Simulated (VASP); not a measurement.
# C (R-3m) in VASP: single point with PBE

Aim: the single point of C with PBE.

All numbers are computed with VASP 6.6.1; they aren't measurements. Logs are shortened: lines on timing, memory, paths and dates and some standing lists are left out, and cuts for length are marked.

## (1) The cell of the first run

It takes space group R-3m (No. 166, trigonal). Conventional cell: a = 2.643 Å, b = 2.643 Å, c = 6.290 Å, α = 90.00°, β = 90.00°, γ = 120.00°. Within 2.1 Å of C (site symmetry 3m) lie 4 C at 1.54 to 1.88 Å.

## (2) Single point, PBE (strained and its atoms moved)

Contents of INCAR:

```
SYSTEM = C
ALGO = Normal
EDIFF = 1E-6
ENCUT = 520
GGA = PE
ISIF = 2
ISMEAR = 0
LASPH = .TRUE.
LCHARG = .TRUE.
LELF = .TRUE.
LREAL = .FALSE.
LVHAR = .TRUE.
LWAVE = .FALSE.
NBANDS = 11
NELM = 100
PREC = Accurate
SIGMA = 0.02
```

Contents of KPOINTS:

```
k-points
0
G
  12 12 12
  0 0 0
```

Contents of POSCAR:

```
C
1.0
   -0.0356680000      1.8334778720      1.8334778720
    1.8334778720     -0.0356680000      1.8334778720
    1.8334778720      1.8334778720     -0.0356680000
C
2
Direct
    0.4757198216      0.4757198216      0.4757198216
    0.7742801784      0.7742801784      0.7742801784
```

Potentials or basis: VASP PAW PBE potentials, release 64 (C).

Command:

```
cat potpaw_PBE.64/C/POTCAR > POTCAR
mpirun -np 1 vasp_std > vasp.out
```

OUTCAR:

```text
SYSTEM = C
   EDIFF = 1E-6
   ENCUT = 520
   GGA = PE
   ISIF = 2
   ISMEAR = 0
   LASPH = .TRUE.
   LREAL = .FALSE.
   NELM = 100
   PREC = Accurate

 ion  position               nearest neighbor table
   1  0.476  0.476  0.476-   2 1.54   2 1.54   2 1.54   2 1.88
   2  0.774  0.774  0.774-   1 1.54   1 1.54   1 1.54   1 1.88

  LATTYP: Found a trigonal (rhomboedric) cell.
 ALAT       =     2.5931745835
 COS(alpha) =     0.4804553473

  Lattice vectors:

 A1 = (  -0.0356680000,   1.8334778720,   1.8334778720)
 A2 = (   1.8334778720,  -0.0356680000,   1.8334778720)
 A3 = (   1.8334778720,   1.8334778720,  -0.0356680000)

Analysis of symmetry for initial positions (statically):
=====================================================================
 Subroutine PRICEL returns:
 Original cell was already a primitive cell.

 Routine SETGRP: Setting up the symmetry group for a
 trigonal (rhombohedral) supercell.

 Subroutine GETGRP returns: Found 12 space group operations
 (whereof  6 operations were pure point group operations)
 out of a pool of 12 trial point group operations.

The static configuration has the point symmetry C_3v.
 The point group associated with its full space group is D_3d.

Analysis of symmetry for dynamics (positions and initial velocities):
=====================================================================
 Subroutine PRICEL returns:
 Original cell was already a primitive cell.

 Routine SETGRP: Setting up the symmetry group for a
 trigonal (rhombohedral) supercell.

 Subroutine GETGRP returns: Found 12 space group operations
 (whereof  6 operations were pure point group operations)
 out of a pool of 12 trial point group operations.

The dynamic configuration has the point symmetry C_3v.
 The point group associated with its full space group is D_3d.

 Subroutine INISYM returns: Found 12 space group operations
 (whereof  6 operations are pure point group operations),
 and found     1 'primitive' translations

----------------------------------------------------------------------------------------

                                     Primitive cell

  volume of cell :      12.6867

  direct lattice vectors                    reciprocal lattice vectors
    -0.035668000  1.833477872  1.833477872    -0.264874348  0.270129375  0.270129375
     1.833477872 -0.035668000  1.833477872     0.270129375 -0.264874348  0.270129375
     1.833477872  1.833477872 -0.035668000     0.270129375  0.270129375 -0.264874348

  length of vectors
     2.593174583  2.593174583  2.593174583     0.464863613  0.464863613  0.464863613

  position of ions in fractional coordinates (direct lattice)
     0.475719822  0.475719822  0.475719822
     0.774280178  0.774280178  0.774280178

  ion indices of the primitive-cell ions
   primitive index   ion index
                 1           1
                 2           2

----------------------------------------------------------------------------------------

 KPOINTS: k-points

Automatic generation of k-mesh.
 Grid dimensions read from file:
 generate k-points for:   12   12   12

 Generating k-lattice:

  Cartesian coordinates                     Fractional coordinates (reciprocal lattice)
    -0.022072862  0.022510781  0.022510781     0.083333333 -0.000000000 -0.000000000
     0.022510781 -0.022072862  0.022510781    -0.000000000  0.083333333 -0.000000000
     0.022510781  0.022510781 -0.022072862    -0.000000000 -0.000000000  0.083333333

  Length of vectors
     0.038738634  0.038738634  0.038738634

  Shift w.r.t. Gamma in fractional coordinates (k-lattice)
     0.000000000  0.000000000  0.000000000

 Subroutine IBZKPT returns following result:
 ===========================================

 Found    189 irreducible k-points:

 Following reciprocal coordinates:
            Coordinates               Weight
  0.000000  0.000000  0.000000      1.000000
  0.083333 -0.000000 -0.000000      6.000000
  0.166667 -0.000000 -0.000000      6.000000
  0.250000  0.000000 -0.000000      6.000000
  0.333333  0.000000 -0.000000      6.000000
  0.416667  0.000000  0.000000      6.000000
[... 16 lines left out ...]
  0.500000  0.166667 -0.000000     12.000000
 -0.416667  0.166667  0.000000     12.000000
 [... further k-points ...]
   k-points           NKPTS =    189   k-points in BZ     NKDIM =    189   number of bands    NBANDS=     11
   number of dos      NEDOS =    301   number of ions     NIONS =      2
   total plane-waves  NPLWV =   8000
   dimension x,y,z NGX =    20 NGY =   20 NGZ =   20
   dimension x,y,z NGXF=    40 NGYF=   40 NGZF=   40
   ions per type =               2
   NGX,Y,Z   is equivalent  to a cutoff of  12.82, 12.82, 12.82 a.u.
   NGXF,Y,Z  is equivalent  to a cutoff of  25.64, 25.64, 25.64 a.u.
 SYSTEM =  C
   PREC   = accura    normal or accurate (medium, high low for compatibility)
   ISTART =      0    job   : 0-new  1-cont  2-samecut
   ICHARG =      2    charge: 1-file 2-atom 10-const
   ISPIN  =      1    spin polarized calculation?
   LNONCOLLINEAR =      F non collinear calculations
   LSORBIT =      F    spin-orbit coupling
   LASPH  =      T    aspherical Exc in radial PAW
   ENCUT  =  520.0 eV  38.22 Ry    6.18 a.u.   4.82  4.82  4.82*2*pi/ulx,y,z
   NELM   =    100;   NELMIN=  2; NELMDL= -5     # of ELM steps
   EDIFF  = 0.1E-05   stopping-criterion for ELM
   LREAL  =      F    real-space projection
   EDIFFG = 0.1E-04   stopping-criterion for IOM
   NSW    =      0    number of steps for IOM
   IBRION =     -1    ionic relax: 0-MD 1-quasi-New 2-CG
   NFREE  =      0    steps in history (QN), initial steepest desc. (CG)
   ISIF   =      2    stress and relaxation
   ISYM   =      2    0-nonsym 1-usesym 2-fastsym
   POTIM  = 0.5000    time-step for ionic-motion
   TEBEG  =    0.0;   TEEND  =   0.0 temperature during run
   PSTRESS=    0.0 pullay stress
   NELECT =       8.0000    total number of electrons
   NUPDOWN=      -1.0000    fix difference up-down
   EMIN   =  10.00;   EMAX   =-10.00  energy-range for DOS
   EFERMI =   0.00;   METHOD = LEGACY
   ISMEAR =     0;   SIGMA  =   0.02  broadening in eV -4-tet -1-fermi 0-gaus
   EFERMI_NEDOS =   21; number of points for ismear=-14 and -15
   IALGO  =     38    algorithm
   IMIX   =      4    mixing-type and parameters
     AMIX     =   0.40;   BMIX     =  1.00
     AMIX_MAG =   1.60;   BMIX_MAG =  1.00
  volume/ion in A,a.u.               =       6.34        42.81
  Fermi-wavevector in a.u.,A,eV,Ry     =   1.403856  2.652903 26.814510  1.970811
  Thomas-Fermi vector in A             =   2.526476
   LORBIT       =      0    0 simple, 1 ext, 2 COOP (PROOUT), +10 PAW based schemes
   GGA     = PE    functional components
   LHFCALC =     F    Hartree Fock is set to
   AEXX    =    0.0000 exact exchange contribution
   IVDW    =     0    specifies the selected vdW correction
   LEPSILON=     F    determine dielectric tensor
   LRPA    =     F    only Hartree local field effects (RPA)
 non-spin polarized calculation
 Gauss-broadening in eV      SIGMA  =   0.02
  energy-cutoff  :      520.00
  volume of cell :       12.69
 maximum number of plane-waves:       351
   NGX =  9   NGY =  9   NGZ =  9

 number of electron       8.0000001 magnetization

 Free energy of the ion-electron system (eV)
  ---------------------------------------------------
  ext. energy  EPLUGINS =         0.00000000
  ---------------------------------------------------
  free energy    TOTEN  =       -17.02936247 eV

  energy without entropy =      -17.02936247  energy(sigma->0) =      -17.02936247

 E-fermi :  11.1946     XC(G=0): -12.7411

 val. band max:       11.1229331660   @ k =  -0.0833   0.0833   0.0000
 cond. band min:      11.2662576267   @ k =  -0.3333  -0.3333   0.0833
 fundamental gap:      0.1433244607
 Fermi energy:        11.1945517427

 k-point     1 :       0.0000    0.0000    0.0000
  band No.  band energies     occupation
      1     -11.8946      2.00000
      2       6.3002      2.00000
      3       6.3002      2.00000
      4      10.6584      2.00000
      5      12.9210      0.00000
      6      14.9318      0.00000
      7      14.9318      0.00000
      8      18.5296      0.00000
      9      25.6052      0.00000
     10      32.0523      0.00000
     11      33.1745      0.00000

 k-point     2 :       0.0833   -0.0000   -0.0000
  band No.  band energies     occupation
      1     -11.7198      2.00000
      2       5.5310      2.00000
      3       6.0712      2.00000
      4      10.5532      2.00000
      5      12.5499      0.00000
      6      15.4030      0.00000
      7      15.5521      0.00000
      8      18.8217      0.00000
      9      25.7688      0.00000
     10      31.3126      0.00000
     11      31.3369      0.00000

 k-point     3 :       0.1667   -0.0000   -0.0000
  band No.  band energies     occupation
      1     -11.1977      2.00000
      2       3.6645      2.00000
      3       5.5310      2.00000
      4      10.0305      2.00000
      5      12.4328      0.00000
      6      16.1758      0.00000
      7      16.6268      0.00000
      8      19.7187      0.00000
      9      26.1502      0.00000
     10      29.2048      0.00000
     11      31.0295      0.00000

 k-point     4 :       0.2500    0.0000   -0.0000
  band No.  band energies     occupation
      1     -10.3367      2.00000
      2       1.3394      2.00000
      3       4.9278      2.00000
      4       9.4071      2.00000
      5      12.4793      0.00000
      6      16.3422      0.00000
      7      18.1976      0.00000
      8      20.9403      0.00000
      9      26.5486      0.00000
     10      27.7356      0.00000
     11      30.7223      0.00000
[... 239 lines left out ...]
 k-point    22 :       0.4167    0.1667   -0.0000
  band No.  band energies     occupation
      1      -8.0878      2.00000
      2      -1.4042      2.00000
      3       2.9744      2.00000
      4       6.6826      2.00000
      5      12.9077      0.00000
      6      18.3211      0.00000
      7      18.4797      0.00000
      8      21.1097      0.00000
      9      26.9950      0.00000
     10      28.6243      0.00000
     11      33.2497      0.00000

 k-point    23 :       0.5000    0.1667   -0.0000
  band No.  band energies     occupation
      1      -6.6556      2.00000
      2      -3.4090      2.00000
      3       2.4939      2.00000
      4       6.6977      2.00000
      5      12.8818      0.00000
      6      18.2227      0.00000
      7      20.2249      0.00000
      8      21.1045      0.00000
      9      26.9578      0.00000
     10      28.6100      0.00000
     11      32.5545      0.00000

 k-point    24 :      -0.4167    0.1667    0.0000
  band No.  band energies     occupation
      1      -6.2797      2.00000
      2      -3.8842      2.00000
      3       2.1995      2.00000
      4       7.0328      2.00000
      5      12.8075      0.00000
      6      18.1135      0.00000
      7      21.0192      0.00000
      8      21.7193      0.00000
      9      25.7890      0.00000
     10      29.1209      0.00000
     11      32.1191      0.00000

 [... further k-points ...]
[... 5 lines left out ...]
  --------------------------------------------------------------------------------------
  -------------------------------------------------------------------------------------
  Total       -2.1875253     -2.1875253     -2.1875253      2.1923053      2.1923053      2.1923053
  in kB     -276.2591112   -276.2591112   -276.2591112    276.8627651    276.8627651    276.8627651
  external PRESSURE =    -276.2591112 kB  Pullay stress =       0.0000000 kB

 VOLUME and BASIS-vectors are now :
 -----------------------------------------------------------------------------
  energy-cutoff  :      520.00
  volume of cell :       12.69
      direct lattice vectors                 reciprocal lattice vectors
    -0.035668000  1.833477872  1.833477872    -0.264874348  0.270129375  0.270129375
     1.833477872 -0.035668000  1.833477872     0.270129375 -0.264874348  0.270129375
     1.833477872  1.833477872 -0.035668000     0.270129375  0.270129375 -0.264874348

 POSITION                                       TOTAL-FORCE (eV/Angst)
 -----------------------------------------------------------------------------------
      1.72748      1.72748      1.72748         2.551208      2.551208      2.551208
      2.81163      2.81163      2.81163        -2.551208     -2.551208     -2.551208
 -----------------------------------------------------------------------------------
    total drift:                                0.000000     -0.000000     -0.000000

  FREE ENERGIE OF THE ION-ELECTRON SYSTEM (eV)
  ---------------------------------------------------
  free  energy   TOTEN  =       -17.0293624707 eV

  energy  without entropy=      -17.0293624705  energy(sigma->0) =      -17.02936247
```

Wall time 26 s (1 thread of Intel Xeon Platinum 8259CL at 2.50GHz (Skylake/Cascade Lake), shared host); peak memory 0.13 GiB.

What came out:

```yaml
Free_energy: -17.0294 eV
Pressure: -27.6 GPa
Largest_force: 4.419 eV/Å
Band_gap_on_the_k_mesh: 0.14 eV, indirect (least direct gap 0.41 eV)
```

Forces on the atoms (eV/Å):
```
C    2.551  2.551  2.551
C   -2.551 -2.551 -2.551
```

Caveat: the cell differs from its parent crystal (strained and its atoms moved); forces of over 1 eV/Å act on the atoms, so gaps and moduli don't describe the material at rest.
